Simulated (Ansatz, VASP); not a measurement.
# Se: VASP beside Ansatz

```
Se
1.0
    -1.68724    1.68724    1.68724
     1.68724   -1.68724    1.68724
     1.68724    1.68724   -1.68724
Se
1
Direct
  0.00000 0.00000 0.00000
```

Alike in both runs: task single point; functional PBEsol; k mesh 18 × 18 × 18; occupations gaussian, width 0.05 eV; no spin polarisation.

```csv
,VASP,Ansatz
version,VASP 6.6.1,Ansatz 0.2.0
potentials or method,"VASP PAW PBE potentials, release 64 (Se), cutoff 520 eV","scalar-relativistic, plane waves, PAW"
valence electrons in the cell,6,16
```

VASP gave:

```
gap on the k mesh at the Fermi level (eV) : none
pressure (GPa)                            : 0.1
```

Task: Estimate Ansatz's values.

Result: gap on the k mesh at the Fermi level (eV): none; pressure (GPa): 0.0.

VASP's potentials were made for PBE, not for PBEsol. A gap of «none» marks a metal or a gap that the smearing closes. VASP's potentials hold 6 valence electrons a cell and Ansatz's 16, so a difference there can come from the potentials and not from the codes.
